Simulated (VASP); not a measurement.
# ZnSe (F-43m) in VASP: a series of runs, part 2 of 3

VASP 6.6.1.

**3. Single point, PBEsol**

This run uses another cell than the first one, of 22.35 Å³/atom, 1.056 times its volume.

File INCAR:

```
  ALGO = Normal
  EDIFF = 1E-6
  ENCUT = 520
  GGA = PS
  ISIF = 2
  ISMEAR = 0
  LASPH = T
  LCHARG = F
  LREAL = F
  LWAVE = F
  NBANDS = 16
  NELM = 80
  PREC = Accurate
  SIGMA = 0.02
```

File KPOINTS:

```
k-points
0
Gamma
  8 8 8
```

File POSCAR:

```
ZnSe
1.0
    0.0000000000      2.8166236671      2.8166236671
    2.8166236671      0.0000000000      2.8166236671
    2.8166236671      2.8166236671      0.0000000000
Zn Se
1 1
Direct
    0.0000000000      0.0000000000      0.0000000000
    0.7500000000      0.7500000000      0.7500000000
```

Potentials or basis: VASP PAW PBE potentials, release 64 (Zn, Se).

Launch:

```sh
cat potpaw_PBE.64/Zn/POTCAR potpaw_PBE.64/Se/POTCAR > POTCAR
mpirun -np 1 vasp_std > vasp.out
```

OUTCAR:

```text
EDIFF = 1E-6
   ENCUT = 520
   GGA = PS
   ISIF = 2
   ISMEAR = 0
   LASPH = T
   LREAL = F
   NELM = 80
   PREC = Accurate

 ion  position               nearest neighbor table
   1  0.000  0.000  0.000-   2 2.44   2 2.44   2 2.44   2 2.44
   2  0.750  0.750  0.750-   1 2.44   1 2.44   1 2.44   1 2.44

  LATTYP: Found a face centered cubic cell.
 ALAT       =     5.6332473342

  Lattice vectors:

 A1 = (   0.0000000000,   2.8166236671,   2.8166236671)
 A2 = (   2.8166236671,   0.0000000000,   2.8166236671)
 A3 = (   2.8166236671,   2.8166236671,   0.0000000000)

Analysis of symmetry for initial positions (statically):
=====================================================================
 Subroutine PRICEL returns:
 Original cell was already a primitive cell.

 Routine SETGRP: Setting up the symmetry group for a
 face centered cubic supercell.

 Subroutine GETGRP returns: Found 24 space group operations
 (whereof 24 operations were pure point group operations)
 out of a pool of 48 trial point group operations.

The static configuration has the point symmetry T_d .

Analysis of symmetry for dynamics (positions and initial velocities):
=====================================================================
 Subroutine PRICEL returns:
 Original cell was already a primitive cell.

 Routine SETGRP: Setting up the symmetry group for a
 face centered cubic supercell.

 Subroutine GETGRP returns: Found 24 space group operations
 (whereof 24 operations were pure point group operations)
 out of a pool of 48 trial point group operations.

The dynamic configuration has the point symmetry T_d .

 Subroutine INISYM returns: Found 24 space group operations
 (whereof 24 operations are pure point group operations),
 and found     1 'primitive' translations

----------------------------------------------------------------------------------------

[... 105 lines left out ...]
   EMIN   =  10.00;   EMAX   =-10.00  energy-range for DOS
   EFERMI =   0.00;   METHOD = LEGACY
   ISMEAR =     0;   SIGMA  =   0.02  broadening in eV -4-tet -1-fermi 0-gaus
   EFERMI_NEDOS =   21; number of points for ismear=-14 and -15
   IALGO  =     38    algorithm
   IMIX   =      4    mixing-type and parameters
     AMIX     =   0.40;   BMIX     =  1.00
     AMIX_MAG =   1.60;   BMIX_MAG =  1.00
  volume/ion in A,a.u.               =      22.35       150.79
  Fermi-wavevector in a.u.,A,eV,Ry     =   1.209002  2.284682 19.887427  1.461685
  Thomas-Fermi vector in A             =   2.344592
   LORBIT       =      0    0 simple, 1 ext, 2 COOP (PROOUT), +10 PAW based schemes
   GGA     = PS    functional components
   LHFCALC =     F    Hartree Fock is set to
   AEXX    =    0.0000 exact exchange contribution
   IVDW    =     0    specifies the selected vdW correction
   LEPSILON=     F    determine dielectric tensor
   LRPA    =     F    only Hartree local field effects (RPA)
 non-spin polarized calculation
 Gauss-broadening in eV      SIGMA  =   0.02
  energy-cutoff  :      520.00
  volume of cell :       44.69
 maximum number of plane-waves:      1243
 NGX is ok and might be reduce to    30
   NGX = 15   NGY = 15   NGZ = 15

 number of electron      17.9999998 magnetization

 Free energy of the ion-electron system (eV)
  ---------------------------------------------------
  ext. energy  EPLUGINS =         0.00000000
  ---------------------------------------------------
  free energy    TOTEN  =        -6.77313727 eV

  energy without entropy =       -6.77313727  energy(sigma->0) =       -6.77313727

 E-fermi :   1.7762     XC(G=0):  -9.6095

 val. band max:        1.6460213933   @ k =   0.0000   0.0000   0.0000
 cond. band min:       2.8893549079   @ k =   0.0000   0.0000   0.0000
 fundamental gap:      1.2433335146
 Fermi energy:         1.7762005522

 k-point     1 :       0.0000    0.0000    0.0000
  band No.  band energies     occupation
      1     -11.7594      2.00000
      2      -4.9791      2.00000
      3      -4.9791      2.00000
      4      -4.9791      2.00000
      5      -4.5906      2.00000
      6      -4.5906      2.00000
[... 433 lines left out ...]
      3      -4.8326      2.00000
      4      -4.6274      2.00000
      5      -4.5839      2.00000
      6      -4.3727      2.00000
[... 8 lines left out ...]
     15      14.3332      0.00000
     16      15.1858      0.00000

 [... further k-points ...]
[... 5 lines left out ...]
  --------------------------------------------------------------------------------------
  -------------------------------------------------------------------------------------
  Total        0.0775528      0.0775528      0.0775528      0.0000000     -0.0000000     -0.0000000
  in kB        2.7803000      2.7803000      2.7803000      0.0000000     -0.0000000     -0.0000000
  external PRESSURE =       2.7803000 kB  Pullay stress =       0.0000000 kB

 VOLUME and BASIS-vectors are now :
 -----------------------------------------------------------------------------
  energy-cutoff  :      520.00
  volume of cell :       44.69
      direct lattice vectors                 reciprocal lattice vectors
     0.000000000  2.816623667  2.816623667    -0.177517503  0.177517503  0.177517503
     2.816623667  0.000000000  2.816623667     0.177517503 -0.177517503  0.177517503
     2.816623667  2.816623667  0.000000000     0.177517503  0.177517503 -0.177517503

 POSITION                                       TOTAL-FORCE (eV/Angst)
 -----------------------------------------------------------------------------------
      0.00000      0.00000      0.00000        -0.000000     -0.000000     -0.000000
      4.22494      4.22494      4.22494         0.000000      0.000000      0.000000
 -----------------------------------------------------------------------------------
    total drift:                               -0.000000     -0.000000     -0.000001

  FREE ENERGIE OF THE ION-ELECTRON SYSTEM (eV)
  ---------------------------------------------------
  free  energy   TOTEN  =        -6.7731372688 eV

  energy  without entropy=       -6.7731372688  energy(sigma->0) =       -6.77313727
```

OSZICAR:

```text
N       E                     dE             d eps       ncg     rms          rms(c)
DAV:   1     0.857008153154E+02    0.85701E+02   -0.87777E+03   928   0.128E+03
DAV:   2    -0.162158587242E+01   -0.87322E+02   -0.81690E+02  1040   0.252E+02
DAV:   3    -0.703536874639E+01   -0.54138E+01   -0.53948E+01  1160   0.614E+01
DAV:   4    -0.707800675522E+01   -0.42638E-01   -0.42635E-01  1080   0.579E+00
DAV:   5    -0.707820739442E+01   -0.20064E-03   -0.20064E-03  1208   0.361E-01    0.483E+00
DAV:   6    -0.679550075438E+01    0.28271E+00   -0.63052E-01  1256   0.274E+01    0.375E+00
DAV:   7    -0.677596627549E+01    0.19534E-01   -0.16567E-01  1064   0.385E+00    0.163E+00
DAV:   8    -0.677329507439E+01    0.26712E-02   -0.40112E-03  1264   0.681E-01    0.430E-01
DAV:   9    -0.677309272974E+01    0.20234E-03   -0.85035E-04  1056   0.305E-01    0.643E-02
DAV:  10    -0.677314804708E+01   -0.55317E-04   -0.20779E-04  1232   0.174E-01    0.214E-02
DAV:  11    -0.677313700545E+01    0.11042E-04   -0.35391E-05  1296   0.824E-02    0.434E-03
DAV:  12    -0.677313726882E+01   -0.26337E-06   -0.55787E-06  1128   0.159E-02
   1 F= -.67731373E+01 E0= -.67731373E+01  d E =-.263450E-22
```

stdout:

```text
POSCAR found type information on POSCAR ZnSe
 POSCAR found :  2 types and       2 ions
 scaLAPACK will be used
 -----------------------------------------------------------------------------
|                                                                             |
|                                                                             |
|     You enforced a specific xc type in the INCAR file but a different       |
|     I HOPE YOU KNOW WHAT YOU ARE DOING!                                     |
|                                                                             |
 -----------------------------------------------------------------------------

 LDA part: xc-table for (Slater+PW92), standard interpolation
 POSCAR, INCAR and KPOINTS ok, starting setup
 FFT: planning ... GRIDC
 FFT: planning ... GRID_SOFT
 FFT: planning ... GRID
 WAVECAR not read
 entering main loop
```

Wall time 32 s (1 thread of Intel Xeon 6975P-C, shared host); peak memory 0.18 GiB.

Results:

| Property | Result |
| --- | --- |
| Free energy | -6.7731 eV |
| Pressure | 0.3 GPa |
| Band gap on the k mesh | 1.24 eV, direct |

Levels at points of the mesh, in eV from the valence-band top:
| k point | band 5 | band 6 | band 7 | band 8 | band 9 | band 10 | band 11 | band 12 | band 13 | band 14 |
| --- | --- | --- | --- | --- | --- | --- | --- | --- | --- | --- |
| (0.00, 0.00, 0.00) | -6.24 | -6.24 | 0.00 | 0.00 | 0.00 | 1.24 | 5.73 | 5.73 | 5.73 | 9.81 |
| (0.50, 0.00, 0.00) | -6.22 | -6.07 | -5.40 | -0.90 | -0.90 | 2.48 | 6.30 | 6.30 | 8.45 | 10.90 |
| (0.50, 0.50, 0.00) | -6.19 | -6.05 | -4.87 | -2.28 | -2.28 | 2.80 | 3.37 | 10.74 | 11.30 | 11.30 |

Caveat: the PAW data sets were made with another functional, which shifts forces and pressure a little.

**4. Single point, PBEsol**

This run uses another cell than the first one, of 22.35 Å³/atom, 1.056 times its volume.

File INCAR:

```
SYSTEM = ZnSe
PREC     = Accurate       ! precision mode
ENCUT    = 520            ! plane-wave cutoff, eV
EDIFF    = 1E-6           ! SCF threshold, eV
ISMEAR   = 0              ! smearing method
SIGMA    = 0.02           ! smearing width, eV
LREAL    = .False.        ! projectors in reciprocal space
LASPH    = .True.         ! aspherical terms in the spheres
NELM     = 80             ! most SCF steps
ALGO     = Normal         ! electronic algorithm
ISIF     = 2              ! what is computed and relaxed
LWAVE    = .False.        ! write WAVECAR
LCHARG   = .False.        ! write CHGCAR
GGA      = PS             ! functional
NBANDS   = 16             ! bands
```

File KPOINTS:

```
regular mesh
0
Gamma
  8 8 8
  0 0 0
```

POSCAR is that of step 3.

Launch:

```sh
cat potpaw_PBE.64/Zn/POTCAR potpaw_PBE.64/Se/POTCAR > POTCAR
mpirun -np 1 vasp_std > vasp.out
```

Wall time 37 s (1 thread of Intel Xeon 6975P-C, shared host); peak memory 0.18 GiB.

It converged, with:

```yaml
Free_energy: -6.7731 eV
Pressure: 0.3 GPa
Band_gap_on_the_k_mesh: 1.24 eV, direct
```

Levels at points of the mesh, in eV from the valence-band top:
```csv
k point,band 7,band 8,band 9,band 10,band 11,band 12
"(0.00, 0.00, 0.00)",0.00,0.00,0.00,1.24,5.73,5.73
"(0.50, 0.00, 0.00)",-5.40,-0.90,-0.90,2.48,6.30,6.30
"(0.50, 0.50, 0.00)",-4.87,-2.28,-2.28,2.80,3.37,10.74
```

Caveat: the PAW data sets were made with another functional, which shifts forces and pressure a little. A hybrid or GW would open this gap; PBEsol tends to underestimate it.

(Continued in part 3 of 3.)
